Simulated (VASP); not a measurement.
# BiTe in VASP: further runs

Runs on BiTe. Level: PBE. Tasks: single point.

All numbers are computed with VASP 6.6.1; they aren't measurements. Logs are shortened: lines on timing, memory, paths and dates and some standing lists are left out, and cuts for length are marked.

**1. The cell of the first run**

Symmetry: Fm-3m, No. 225, cubic system. Conventional cell: a = 6.502 Å, b = 6.502 Å, c = 6.502 Å, α = 90.00°, β = 90.00°, γ = 90.00°. Bi (site symmetry m-3m) has 6 Te at 3.25 Å within 4.3 Å. Te (site symmetry m-3m) has 6 Bi at 3.25 Å within 4.3 Å.

**2. Single point, PBE**

Input file INCAR:

```
SYSTEM = BiTe
PREC = Accurate
ENCUT = 520
EDIFF = 1E-6
ISMEAR = 0
SIGMA = 0.1
LREAL = .FALSE.
LASPH = .TRUE.
NELM = 80
ALGO = Normal
ISIF = 2
LWAVE = .FALSE.
LCHARG = .FALSE.
GGA = PE
NBANDS = 29
```

Input file KPOINTS:

```
Automatic mesh
0
G
  12 12 8
  0 0 0
```

Input file POSCAR:

```
BiTe
1.0
    3.2511941624      3.2511941624      0.0000000000
   -3.2511941624      3.2511941624      0.0000000000
    0.0000000000      0.0000000000      6.5023883247
Bi Te
2 2
Direct
    0.0000000000      0.0000000000      0.0000000000
    0.5000000000      0.5000000000      0.5000000000
    0.5000000000      0.5000000000      0.0000000000
    0.0000000000      0.0000000000      0.5000000000
```

Potentials or basis: VASP PAW PBE potentials, release 64 (Bi_d, Te).

Command:

```sh
> cat potpaw_PBE.64/Bi_d/POTCAR potpaw_PBE.64/Te/POTCAR > POTCAR
> mpirun -np 1 vasp_std > vasp.out
```

OUTCAR:

```text
SYSTEM = BiTe
   PREC = Accurate
   ENCUT = 520
   EDIFF = 1E-6
   ISMEAR = 0
   LREAL = .FALSE.
   LASPH = .TRUE.
   NELM = 80
   ISIF = 2
   GGA = PE

 ion  position               nearest neighbor table
   1  0.000  0.000  0.000-   4 3.25   4 3.25   3 3.25   3 3.25   3 3.25   3 3.25
   2  0.500  0.500  0.500-   3 3.25   3 3.25   4 3.25   4 3.25   4 3.25   4 3.25
   3  0.500  0.500  0.000-   2 3.25   2 3.25   1 3.25   1 3.25   1 3.25   1 3.25
   4  0.000  0.000  0.500-   1 3.25   1 3.25   2 3.25   2 3.25   2 3.25   2 3.25

  LATTYP: Found a simple tetragonal cell.
 ALAT       =     4.5978828784
 C/A-ratio  =     1.4142135624

  Lattice vectors:

 A1 = (   3.2511941624,   3.2511941624,   0.0000000000)
 A2 = (  -3.2511941624,   3.2511941624,   0.0000000000)
 A3 = (   0.0000000000,   0.0000000000,   6.5023883247)

Analysis of symmetry for initial positions (statically):
=====================================================================
 Subroutine PRICEL returns following result:

  LATTYP: Found a face centered cubic cell.
 ALAT       =     6.5023883248

  Lattice vectors:

 A1 = (   0.0000000000,  -3.2511941624,  -3.2511941624)
 A2 = (   3.2511941624,   0.0000000000,  -3.2511941624)
 A3 = (   3.2511941624,  -3.2511941624,   0.0000000000)

   2 primitive cells build up your supercell.

 Routine SETGRP: Setting up the symmetry group for a
 simple tetragonal supercell.

 Subroutine GETGRP returns: Found 16 space group operations
 (whereof 16 operations were pure point group operations)
 out of a pool of 16 trial point group operations.

The static configuration has the point symmetry D_4h.

Analysis of symmetry for dynamics (positions and initial velocities):
=====================================================================
 Subroutine PRICEL returns following result:

  LATTYP: Found a face centered cubic cell.
 ALAT       =     6.5023883248

  Lattice vectors:

 A1 = (   0.0000000000,  -3.2511941624,  -3.2511941624)
 A2 = (   3.2511941624,   0.0000000000,  -3.2511941624)
 A3 = (   3.2511941624,  -3.2511941624,   0.0000000000)

   2 primitive cells build up your supercell.

 Routine SETGRP: Setting up the symmetry group for a
 simple tetragonal supercell.

 Subroutine GETGRP returns: Found 16 space group operations
 (whereof 16 operations were pure point group operations)
 out of a pool of 16 trial point group operations.

The dynamic configuration has the point symmetry D_4h.

 Subroutine INISYM returns: Found 16 space group operations
 (whereof 16 operations are pure point group operations),
 and found     2 'primitive' translations

----------------------------------------------------------------------------------------

                                     Primitive cell

  volume of cell :      68.7320

  direct lattice vectors                    reciprocal lattice vectors
     0.000000000 -3.251194162 -3.251194162    -0.153789646 -0.153789646 -0.153789646
     3.251194162  0.000000000 -3.251194162     0.153789646  0.153789646 -0.153789646
     3.251194162 -3.251194162  0.000000000     0.153789646 -0.153789646  0.153789646

  length of vectors
     4.597882878  4.597882878  4.597882878     0.266371481  0.266371481  0.266371481

  position of ions in fractional coordinates (direct lattice)
     0.000000000  0.000000000  0.000000000
     0.500000000  0.500000000  0.500000000

  ion indices of the primitive-cell ions
   primitive index   ion index
                 1           1
                 2           4

----------------------------------------------------------------------------------------

 KPOINTS: Automatic mesh

Automatic generation of k-mesh.
 Grid dimensions read from file:
 generate k-points for:   12   12    8

 Generating k-lattice:

  Cartesian coordinates                     Fractional coordinates (reciprocal lattice)
     0.012815804  0.012815804  0.000000000     0.083333333  0.000000000  0.000000000
    -0.012815804  0.012815804  0.000000000     0.000000000  0.083333333  0.000000000
     0.000000000  0.000000000  0.019223706     0.000000000  0.000000000  0.125000000

  Length of vectors
     0.018124284  0.018124284  0.019223706

  Shift w.r.t. Gamma in fractional coordinates (k-lattice)
     0.000000000  0.000000000  0.000000000

 Subroutine IBZKPT returns following result:
 ===========================================

 Found    140 irreducible k-points:

 Following reciprocal coordinates:
            Coordinates               Weight
  0.000000  0.000000  0.000000      1.000000
  0.083333  0.000000  0.000000      4.000000
  0.166667  0.000000  0.000000      4.000000
  0.250000  0.000000  0.000000      4.000000
  0.333333  0.000000  0.000000      4.000000
  0.416667  0.000000  0.000000      4.000000
[... 16 lines left out ...]
  0.333333  0.333333  0.000000      4.000000
  0.416667  0.333333  0.000000      8.000000
 [... further k-points ...]
   k-points           NKPTS =    140   k-points in BZ     NKDIM =    140   number of bands    NBANDS=     29
   number of dos      NEDOS =    301   number of ions     NIONS =      4
   total plane-waves  NPLWV =  62208
   dimension x,y,z NGX =    36 NGY =   36 NGZ =   48
   dimension x,y,z NGXF=    72 NGYF=   72 NGZF=   96
   ions per type =               2   2
   NGX,Y,Z   is equivalent  to a cutoff of  13.02, 13.02, 12.27 a.u.
   NGXF,Y,Z  is equivalent  to a cutoff of  26.03, 26.03, 24.54 a.u.
 SYSTEM =  BiTe
   PREC   = accura    normal or accurate (medium, high low for compatibility)
   ISTART =      0    job   : 0-new  1-cont  2-samecut
   ICHARG =      2    charge: 1-file 2-atom 10-const
   ISPIN  =      1    spin polarized calculation?
   LNONCOLLINEAR =      F non collinear calculations
   LSORBIT =      F    spin-orbit coupling
   LASPH  =      T    aspherical Exc in radial PAW
   ENCUT  =  520.0 eV  38.22 Ry    6.18 a.u.   8.55  8.55 12.09*2*pi/ulx,y,z
   NELM   =     80;   NELMIN=  2; NELMDL= -5     # of ELM steps
   EDIFF  = 0.1E-05   stopping-criterion for ELM
   LREAL  =      F    real-space projection
   EDIFFG = 0.1E-04   stopping-criterion for IOM
   NSW    =      0    number of steps for IOM
   IBRION =     -1    ionic relax: 0-MD 1-quasi-New 2-CG
   NFREE  =      0    steps in history (QN), initial steepest desc. (CG)
   ISIF   =      2    stress and relaxation
   ISYM   =      2    0-nonsym 1-usesym 2-fastsym
   POTIM  = 0.5000    time-step for ionic-motion
   TEBEG  =    0.0;   TEEND  =   0.0 temperature during run
   PSTRESS=    0.0 pullay stress
   NELECT =      42.0000    total number of electrons
   NUPDOWN=      -1.0000    fix difference up-down
   EMIN   =  10.00;   EMAX   =-10.00  energy-range for DOS
   EFERMI =   0.00;   METHOD = LEGACY
   ISMEAR =     0;   SIGMA  =   0.10  broadening in eV -4-tet -1-fermi 0-gaus
   EFERMI_NEDOS =   21; number of points for ismear=-14 and -15
   IALGO  =     38    algorithm
   IMIX   =      4    mixing-type and parameters
     AMIX     =   0.40;   BMIX     =  1.00
     AMIX_MAG =   1.60;   BMIX_MAG =  1.00
  volume/ion in A,a.u.               =      34.37       231.91
  Fermi-wavevector in a.u.,A,eV,Ry     =   1.102626  2.083662 16.541757  1.215785
  Thomas-Fermi vector in A             =   2.239072
   LORBIT       =      0    0 simple, 1 ext, 2 COOP (PROOUT), +10 PAW based schemes
   GGA     = PE    functional components
   LHFCALC =     F    Hartree Fock is set to
   AEXX    =    0.0000 exact exchange contribution
   IVDW    =     0    specifies the selected vdW correction
   LEPSILON=     F    determine dielectric tensor
   LRPA    =     F    only Hartree local field effects (RPA)
 non-spin polarized calculation
 Gauss-broadening in eV      SIGMA  =   0.10
  energy-cutoff  :      520.00
  volume of cell :      137.46
 maximum number of plane-waves:      3736
 NGX is ok and might be reduce to    36
   NGX = 17   NGY = 17   NGZ = 25

 number of electron      42.0000008 magnetization

 Free energy of the ion-electron system (eV)
  ---------------------------------------------------
  ext. energy  EPLUGINS =         0.00000000
  ---------------------------------------------------
  free energy    TOTEN  =       -14.36394516 eV

  energy without entropy =      -14.35112591  energy(sigma->0) =      -14.35753553

 E-fermi :   6.4609     XC(G=0):  -9.3678

 val. band max:        6.4593866721   @ k =   0.2500   0.1667   0.1250
 cond. band min:       6.4806365096   @ k =   0.3333   0.0000   0.3750
 fundamental gap:      0.0212498375
 Fermi energy:         6.4609004353

 k-point     1 :       0.0000    0.0000    0.0000
  band No.  band energies     occupation
      1     -16.6859      2.00000
      2     -16.6753      2.00000
      3     -16.6743      2.00000
      4     -16.6729      2.00000
      5     -16.6720      2.00000
      6     -16.6711      2.00000
[... 21 lines left out ...]
     28      11.1626      0.00000
     29      11.1626      0.00000

 k-point     2 :       0.0833    0.0000    0.0000
  band No.  band energies     occupation
      1     -16.6854      2.00000
      2     -16.6748      2.00000
      3     -16.6746      2.00000
      4     -16.6730      2.00000
      5     -16.6717      2.00000
      6     -16.6711      2.00000
[... 21 lines left out ...]
     28      11.2038      0.00000
     29      11.2476      0.00000

 k-point     3 :       0.1667    0.0000    0.0000
  band No.  band energies     occupation
      1     -16.6842      2.00000
      2     -16.6753      2.00000
      3     -16.6736      2.00000
      4     -16.6733      2.00000
      5     -16.6716      2.00000
      6     -16.6709      2.00000
[... 21 lines left out ...]
     28      11.0451      0.00000
     29      11.3271      0.00000

 k-point     4 :       0.2500    0.0000    0.0000
  band No.  band energies     occupation
      1     -16.6826      2.00000
      2     -16.6761      2.00000
      3     -16.6739      2.00000
      4     -16.6731      2.00000
      5     -16.6718      2.00000
      6     -16.6707      2.00000
[... 597 lines left out ...]
     28      10.1019      0.00000
     29      14.2863      0.00000

 k-point    23 :       0.3333    0.3333    0.0000
  band No.  band energies     occupation
      1     -16.6838      2.00000
      2     -16.6834      2.00000
      3     -16.6735      2.00000
      4     -16.6719      2.00000
      5     -16.6712      2.00000
      6     -16.6701      2.00000
[... 21 lines left out ...]
     28      10.8248      0.00000
     29      13.1047      0.00000

 k-point    24 :       0.4167    0.3333    0.0000
  band No.  band energies     occupation
      1     -16.6848      2.00000
      2     -16.6846      2.00000
      3     -16.6736      2.00000
      4     -16.6724      2.00000
      5     -16.6709      2.00000
      6     -16.6699      2.00000
[... 21 lines left out ...]
     28      10.8079      0.00000
     29      13.9899      0.00000

 [... further k-points ...]

------------------------ aborting loop because EDIFF is reached ----------------------------------------

  FORCE on cell =-STRESS in cart. coord.  units (eV):
  Direction    XX          YY          ZZ          XY          YZ          ZX
  --------------------------------------------------------------------------------------
  -------------------------------------------------------------------------------------
  Total       -0.0562048     -0.0562048     -0.0508845      0.0000000      0.0000000     -0.0000000
  in kB       -0.6550817     -0.6550817     -0.5930716      0.0000000      0.0000000     -0.0000000
  external PRESSURE =      -0.6344116 kB  Pullay stress =       0.0000000 kB

 VOLUME and BASIS-vectors are now :
 -----------------------------------------------------------------------------
  energy-cutoff  :      520.00
  volume of cell :      137.46
      direct lattice vectors                 reciprocal lattice vectors
     3.251194162  3.251194162  0.000000000     0.153789646  0.153789646  0.000000000
    -3.251194162  3.251194162  0.000000000    -0.153789646  0.153789646  0.000000000
     0.000000000  0.000000000  6.502388325     0.000000000  0.000000000  0.153789646

 POSITION                                       TOTAL-FORCE (eV/Angst)
 -----------------------------------------------------------------------------------
      0.00000      0.00000      0.00000         0.000000     -0.000000     -0.000000
      0.00000      3.25119      3.25119        -0.000000      0.000000      0.000000
      0.00000      3.25119      0.00000         0.000000     -0.000000     -0.000000
      0.00000      0.00000      3.25119         0.000000      0.000000     -0.000000
 -----------------------------------------------------------------------------------
    total drift:                               -0.000000      0.000000      0.000000

  FREE ENERGIE OF THE ION-ELECTRON SYSTEM (eV)
  ---------------------------------------------------
  free  energy   TOTEN  =       -14.3639451577 eV

  energy  without entropy=      -14.3511259089  energy(sigma->0) =      -14.35753553
```

It took 9.7 min on 1 thread of Oxide Virtual Turin-like, shared host; peak memory 0.54 GiB.

Results:

```
Free energy            : -14.3639 eV
Pressure               : -0.1 GPa
Band gap on the k mesh : zero (band 21 reaches 9.02 eV, above the bottom of band 22 at 5.66 eV)
```

Levels at points of the mesh, in eV from the Fermi level:
| k point | band 17 | band 18 | band 19 | band 20 | band 21 | band 22 | band 23 | band 24 | band 25 | band 26 |
| --- | --- | --- | --- | --- | --- | --- | --- | --- | --- | --- |
| (0.00, 0.00, 0.00) | -3.94 | -2.50 | -2.50 | -2.50 | 2.13 | 2.13 | 2.13 | 2.31 | 3.53 | 3.53 |
| (0.50, 0.00, 0.00) | -2.14 | -2.14 | -2.05 | -2.05 | -0.07 | -0.07 | -0.02 | -0.02 | 3.16 | 3.16 |
| (0.50, 0.50, 0.00) | -3.94 | -3.94 | -3.93 | -3.93 | 2.31 | 2.31 | 3.53 | 3.53 | 3.53 | 3.53 |
| (0.00, 0.00, 0.50) | -3.31 | -3.31 | -2.70 | -2.70 | 0.79 | 0.79 | 2.68 | 2.68 | 2.68 | 2.68 |
| (0.50, 0.00, 0.50) | -1.88 | -1.88 | -1.59 | -1.59 | -0.80 | -0.80 | -0.59 | -0.59 | -0.59 | -0.59 |
| (0.50, 0.50, 0.50) | -4.87 | -4.87 | -1.56 | -1.56 | -0.24 | -0.24 | 3.89 | 3.89 | 3.89 | 3.89 |

Caveat: spin-orbit coupling is left out, which moves the levels of the heavy elements.

**3. Single point, PBE (strain along c alone, the other axes held: +1.5 %)**

Input file INCAR:

```
ALGO = Normal
EDIFF = 1E-7
ENCUT = 520
GGA = PE
ISIF = 2
ISMEAR = 0
LASPH = T
LCHARG = T
LELF = T
LREAL = F
LVHAR = T
LWAVE = F
NBANDS = 29
NELM = 60
PREC = Accurate
SIGMA = 0.1
```

Input file KPOINTS:

```
k-points
0
Gamma
  12 12 8
```

POSCAR, as its differences from that of step 2:

```diff
@@ -4,3 +4,3 @@
    -3.2511941624      3.2511941624      0.0000000000
-    0.0000000000      0.0000000000      6.5023883247
+    0.0000000000      0.0000000000      6.5999241496
 Bi Te
```

Potentials or basis: VASP PAW PBE potentials, release 64 (Bi_d, Te).

Command:

```sh
> cat potpaw_PBE.64/Bi_d/POTCAR potpaw_PBE.64/Te/POTCAR > POTCAR
> mpirun -np 1 vasp_std > vasp.out
```

Run time: 17 min. Hardware: 1 thread of Oxide Virtual Turin-like, shared host; peak memory 0.56 GiB.

The run converged. Its results:

```yaml
Free_energy: -14.3532 eV
Pressure: -0.7 GPa
Band_gap_on_the_k_mesh: zero (band 21 reaches 8.88 eV, above the bottom of band 22 at 5.48 eV)
```

Stress tensor (GPa, compression positive):
```
-0.25  0.00  0.00
 0.00 -0.25  0.00
 0.00  0.00 -1.63
```

Levels at points of the mesh, in eV from the Fermi level:
```tsv
k point	band 19	band 20	band 21	band 22	band 23	band 24
(0.00, 0.00, 0.00)	-2.53	-2.34	1.87	2.20	2.20	2.37
(0.50, 0.00, 0.00)	-1.98	-1.98	-0.10	-0.10	-0.06	-0.06
(0.50, 0.50, 0.00)	-3.79	-3.79	2.34	2.34	3.26	3.26
(0.00, 0.00, 0.50)	-2.74	-2.74	0.76	0.76	2.71	2.71
(0.50, 0.00, 0.50)	-1.60	-1.60	-0.81	-0.81	-0.59	-0.59
(0.50, 0.50, 0.50)	-1.59	-1.59	-0.28	-0.28	3.92	3.92
```

Caveat: the cell differs from its parent crystal (strain along c alone, the other axes held: +1.5 %); spin-orbit coupling is left out, which moves the levels of the heavy elements.
